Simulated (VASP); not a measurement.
## SnO2: single point with LDA

The system is SnO2.

```
Sn O
1.0
     3.43126    1.98104    3.99444
    -3.43126    1.98104    3.99444
     0.00000   -3.96207    3.99444
Sn O
4 8
Direct
  0.86454 0.86454 0.86454
  0.36487 0.36487 0.86488
  0.36487 0.86488 0.36487
  0.86488 0.36487 0.36487
  0.11991 0.61961 0.61961
  0.61961 0.11991 0.61961
  0.61961 0.61961 0.11991
  0.60994 0.60994 0.60994
  0.11985 0.11985 0.11985
  0.10969 0.10969 0.61000
  0.10969 0.61000 0.10969
  0.61000 0.10969 0.10969
```

```
Program                : VASP 6.6.1
Task                   : single point
Functional             : LDA
Potentials or basis    : VASP PAW LDA potentials, release 64 (Sn_d, O)
Cutoff                 : 520 eV
k mesh                 : 6 × 6 × 6
Occupations            : gaussian, width 0.05 eV
Spin                   : no spin polarisation
Dipole correction      : no
Further INCAR settings : ALGO = Normal; EDIFF = 1e-06; NBANDS = 64
```

- Pressure: -19.8 GPa
- Largest force: 0.692 eV/Å
- Band gap on the k mesh: 0.13 eV

Forces in eV/Å, atoms in the order of the input:
```
Sn   0.000  0.000  0.007
Sn   0.000 -0.004 -0.001
Sn  -0.003  0.002 -0.001
Sn   0.003  0.002 -0.001
O   -0.001 -0.001  0.687
O    0.001 -0.001  0.687
O    0.000  0.002  0.687
O    0.000  0.000 -0.685
O    0.000  0.000  0.692
O    0.000  0.002 -0.690
O    0.001 -0.001 -0.690
O   -0.001 -0.001 -0.690
```

Stress tensor (GPa, compression positive):
```
-24.45   0.00   0.00
  0.00 -24.45   0.00
  0.00   0.00 -10.52
```

Levels at points of the mesh, in eV from the valence-band top:
```csv
k point,band 50,band 51,band 52,band 53,band 54,band 55
"(0.00, 0.00, 0.00)",-0.13,-0.13,0.00,0.13,3.39,3.39
"(0.50, 0.00, 0.00)",-0.33,-0.14,-0.14,2.67,2.67,4.07
"(0.50, 0.50, 0.00)",-0.56,-0.26,-0.26,3.24,3.25,4.05
"(0.50, 0.50, 0.50)",-1.27,-1.27,-1.27,2.69,4.03,4.03
```

Run time: 5.8 min on 1 thread of Intel(R) Xeon(R) Platinum 8259CL CPU @ 2.50GHz (Skylake/Cascade Lake), with other jobs on the host, peak memory 0.36 GiB.

Caveat: the stress differs along the axes, from -24 to -11 GPa; semilocal functionals underestimate gaps, and a narrow one can read as zero; spin-orbit coupling is left out, which moves the levels of the heavy elements.
